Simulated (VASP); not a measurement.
A run of VASP 6.6.1 is set up as follows.

Contents of POSCAR:

```
Si
1.0
    2.6205428149      0.0000000000      0.0000000000
   -1.3102714075      2.2694566494      0.0000000000
    0.0000000000      0.0000000000      2.7899400860
Si
1
Direct
    0.0000000000      0.0000000000      0.0000000000
```

Contents of INCAR.step1:

```
SYSTEM = Si
PREC = Accurate
ENCUT = 520
ISMEAR = 0
SIGMA = 0.15
LREAL = .FALSE.
LASPH = .TRUE.
NELM = 100
NBANDS = 8
GGA = PE
ALGO = Normal
EDIFF = 1E-4
LWAVE = .TRUE.
LCHARG = .FALSE.
```

The input INCAR.step2:

```
SYSTEM = Si
PREC = Accurate
ENCUT = 520
EDIFF = 1E-6
ISMEAR = 0
SIGMA = 0.15
LREAL = .FALSE.
LASPH = .TRUE.
NELM = 100
ALGO = Normal
ISIF = 2
LWAVE = .FALSE.
LCHARG = .FALSE.
METAGGA = R2SCAN
LMIXTAU = .TRUE.
NBANDS = 8
ISTART = 1
```

File KPOINTS:

```
regular mesh
0
G
  24 24 20
  0 0 0
```

Potentials or basis: VASP PAW PBE potentials, release 64 (Si).

The run is started by

```sh
$ cat potpaw_PBE.64/Si/POTCAR > POTCAR
$ cp INCAR.step1 INCAR
$ mpirun -np 1 vasp_std > vasp.out
$ cp INCAR.step2 INCAR
$ mpirun -np 1 vasp_std > vasp.out
```

(1) What does it give for the band gap on the k mesh?

(2) Predict the pressure.

Answers

(1) zero (bands 2 and 3 overlap by 9.00 eV).

(2) -7.9 GPa.

Caveat: the cell differs from its parent crystal (strain +0.1312 x Voigt [0, 0, 1, 0, 0, 0]); the cell stands under tension; the PAW data sets were made with another functional, which shifts forces and pressure a little.
